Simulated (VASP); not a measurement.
A run of VASP 6.6.1 is set up as follows.

File INCAR:

```
SYSTEM = BN
  ALGO = Normal
  EDIFF = 1E-6
  ENCUT = 520
  GGA = CA
  ISIF = 2
  ISMEAR = 0
  LASPH = .TRUE.
  LCHARG = .TRUE.
  LELF = .TRUE.
  LREAL = .FALSE.
  LVHAR = .TRUE.
  LWAVE = .FALSE.
  NBANDS = 16
  NELM = 60
  PREC = Accurate
  SIGMA = 0.05
```

KPOINTS

```
k-points
0
G
  12 12 4
  0 0 0
```

The input POSCAR:

```
BN
1.0
    2.5634246121      0.0000000000      0.0000000000
   -1.2817123060      2.2199908348      0.0000000000
    0.0000000000      0.0000000000      6.8545974127
B N
2 2
Direct
    0.3333333333      0.6666666667      0.2500000000
    0.6666666667      0.3333333333      0.7500000000
    0.3333333333      0.6666666667      0.7500000000
    0.6666666667      0.3333333333      0.2500000000
```

Potentials or basis: VASP PAW LDA potentials, release 64 (B, N).

Launch:

```sh
$ cat potpaw_LDA.64/B/POTCAR potpaw_LDA.64/N/POTCAR > POTCAR
$ mpirun -np 1 vasp_std > vasp.out
```

Problem. Predict the band gap on the k mesh.

Solution. 4.01 eV, indirect (least direct gap 4.33 eV).

Problem. Predict the pressure.

Solution. -18.7 GPa.

Stress tensor (GPa, compression positive):
```
-27.45   0.00   0.00
  0.00 -27.45   0.00
  0.00   0.00  -1.27
```

 A k mesh can miss the band edges.
